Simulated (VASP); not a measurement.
Runs of VASP 6.6.1 on SiB6. The structure is that of space group Pm-3m (No. 221), or close to it. The cells are those of the table. 

```csv
task,cell,k mesh,cutoff (eV),smearing,gap on the mesh (eV),pressure (GPa),largest force (eV/Å)
single point,"a = 4.134 Å, 7 atoms",4 × 4 × 4,500,gaussian 0.1 eV,0.06,0.0,0.03
relaxation of cell and atoms,"relaxed from a = 4.122 Å, 7 atoms",4 × 4 × 4,600,gaussian 0.2 eV,(a),0.7,0.08
single point,"a = 4.133 Å, 7 atoms",4 × 4 × 4,520,gaussian 0.2 eV,0.07,0.1,0.01
single point,"a = 4.133 Å, 7 atoms",4 × 4 × 4,500,gaussian 0.1 eV,0.06,0.0,0.02
single point,"a = 4.134 Å, 7 atoms",4 × 4 × 4,500,gaussian 0.2 eV,0.07,0.0,0.03
single point,"a = 4.130 Å, 7 atoms",4 × 4 × 4,500,gaussian 0.1 eV,(b),3.9,2.63
single point,"a = 4.133 Å, 7 atoms",6 × 6 × 6,520,gaussian 0.2 eV,0.07,0.1,0.03
single point,"a = 4.133 Å, 7 atoms",10 × 10 × 10,520,gaussian 0.01 eV,0.06,0.0,0.02
```

Alike in all rows: level PBE; potentials or basis VASP PAW PBE potentials, release 64 (Si, B); no spin polarisation.

Fill in the values left out.

(a) 0.08; (b) 0.41.

Caveats: the relaxation stopped at a loose force limit of 0.08 eV/Å, so its end isn't a converged minimum (some runs); forces of over 1 eV/Å act on the atoms, so gaps and moduli don't describe the material at rest (some runs).

A k mesh can miss the band edges.
